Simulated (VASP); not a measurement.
Here is a VASP 6.6.1 calculation.

The input INCAR:

```
SYSTEM = HfC
  PREC = Accurate
  ENCUT = 600
  EDIFF = 1E-6
  ISMEAR = -1
  SIGMA = 0.05
  LREAL = .FALSE.
  LASPH = .TRUE.
  NELM = 100
  ALGO = Normal
  ISIF = 3
  LWAVE = .FALSE.
  LCHARG = .FALSE.
  IBRION = 2
  NSW = 80
  EDIFFG = -0.01
```

The input KPOINTS:

```
Automatic mesh
0
G
  7 7 4
  0 0 0
```

The input POSCAR:

```
HfC
1.0
    3.3428660000      0.0000000000      0.0000000000
   -1.6714330000      2.8950070000      0.0000000000
    0.0000000000      0.0000000000      5.2027140000
Hf C
2 2
Direct
    0.6666666667      0.3333333333      0.7500000000
    0.3333333333      0.6666666667      0.2500000000
    0.0000000000      0.0000000000      0.0000000000
    0.0000000000      0.0000000000      0.5000000000
```

Potentials or basis: VASP PAW LDA potentials, release 64 (Hf_pv, C).

The run is started by

```bash
$ cat potpaw_LDA.64/Hf_pv/POTCAR potpaw_LDA.64/C/POTCAR > POTCAR
$ mpirun -np 1 vasp_std > vasp.out
```

Problem. Estimate the relaxed volume.

Solution. 11.95 Å³/atom.

Problem. Estimate the band gap on the k mesh.

Solution. Zero (bands 14 and 15 overlap by 1.16 eV).

Step by step:
| step | energy change (eV) | largest force (eV/Å) | pressure (GPa) | volume (Å³) |
| --- | --- | --- | --- | --- |
| 1 | 0.0000 | 0.0000 | -12.51 | 50.35 |
| 2 | 0.2543 | 0.0000 | 30.03 | 43.52 |
| 3 | -0.1120 | 0.0000 | -0.10 | 47.80 |
| 4 | -0.1121 | 0.0000 | 0.28 | 47.73 |
| 5 | -0.1121 | 0.0000 | 0.57 | 47.68 |
| 6 | -0.1158 | 0.0000 | 0.29 | 47.74 |
| 7 | -0.1158 | 0.0000 | 0.27 | 47.74 |
| 8 | -0.1158 | 0.0000 | -0.39 | 47.86 |
| 9 | -0.1159 | 0.0000 | -0.01 | 47.79 |

Caveat: spin-orbit coupling is left out, which moves the levels of the heavy elements.
